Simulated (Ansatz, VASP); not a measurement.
**Cd2HgO3: VASP beside Ansatz**

Contents of INCAR:

```
SYSTEM = Cd2HgO3
ALGO = Normal ; EDIFF = 1E-6
ENCUT = 520 ; GGA = PE
ISIF = 2 ; ISMEAR = 0
LASPH = .TRUE. ; LCHARG = .TRUE.
LELF = .TRUE. ; LREAL = .FALSE.
LVHAR = .TRUE. ; LWAVE = .FALSE.
NBANDS = 36 ; NELM = 100
PREC = Accurate ; SIGMA = 0.1
```

KPOINTS

```
k-points
0
G
  8 8 8
  0 0 0
```

POSCAR

```
Cd2HgO3
1.0
   -1.6980821000      1.6980821000      7.2950453000
    1.6980821000     -1.6980821000      7.2950453000
    1.6980821000      1.6980821000     -7.2950453000
Cd Hg O
2 1 3
Direct
    0.8326010000      0.8326010000      0.0000000000
    0.1673990000      0.1673990000      0.0000000000
    0.5000000000      0.5000000000      0.0000000000
    0.0000000000      0.0000000000      0.0000000000
    0.6701030000      0.6701030000      0.0000000000
    0.3298970000      0.3298970000      0.0000000000
```

Input for Ansatz:

```yaml
crystal:
  lattice:
    - [-1.6980821, 1.6980821, 7.2950453]
    - [1.6980821, -1.6980821, 7.2950453]
    - [1.6980821, 1.6980821, -7.2950453]
  atoms:
    - { symbol: Cd, position: [0.832601, 0.832601, 0.0] }
    - { symbol: Cd, position: [0.167399, 0.167399, 0.0] }
    - { symbol: Hg, position: [0.5, 0.5, 0.0] }
    - { symbol: O, position: [0.0, 0.0, 0.0] }
    - { symbol: O, position: [0.670103, 0.670103, 0.0] }
    - { symbol: O, position: [0.329897, 0.329897, 0.0] }
basis:
  ecutwfc: 420
kpoints:
  mp_grid: { grid: [8, 8, 8] }
hamiltonian:
  xc: pbe
scf:
  occupations: { method: gaussian, width: 0.1 }
  lower_state_search: "off"
output:
  forces: true
  stress: true
  eigenvalues: true
```

Alike in both runs: task single point; functional PBE; k mesh 8 × 8 × 8; occupations gaussian, width 0.1 eV; no spin polarisation.

|  | VASP | Ansatz |
| --- | --- | --- |
| version | VASP 6.6.1 | Ansatz 0.2.0 |
| potentials or method | VASP PAW PBE potentials, release 64 (Cd, Hg, O), cutoff 520 eV | scalar-relativistic, plane waves, PAW |
| valence electrons in the cell | 54 | 78 |

```csv
,VASP,Ansatz,Ansatz less VASP
gap on the k mesh at the Fermi level (eV),none,none,-
pressure (GPa),1.1,0.0,-1.08
"traceless stress, the component that is largest in VASP (GPa)",0.00,0.08,+0.079
rms of the force components (eV/Å),0.006,0.003,-0.0032
```

Atom by atom the forces differ by 0.006 eV/Å (rms over components). A gap of «none» marks a metal or a gap that the smearing closes. VASP's potentials hold 54 valence electrons a cell and Ansatz's 78, so a difference there can come from the potentials and not from the codes.

Spin-orbit coupling is off throughout.
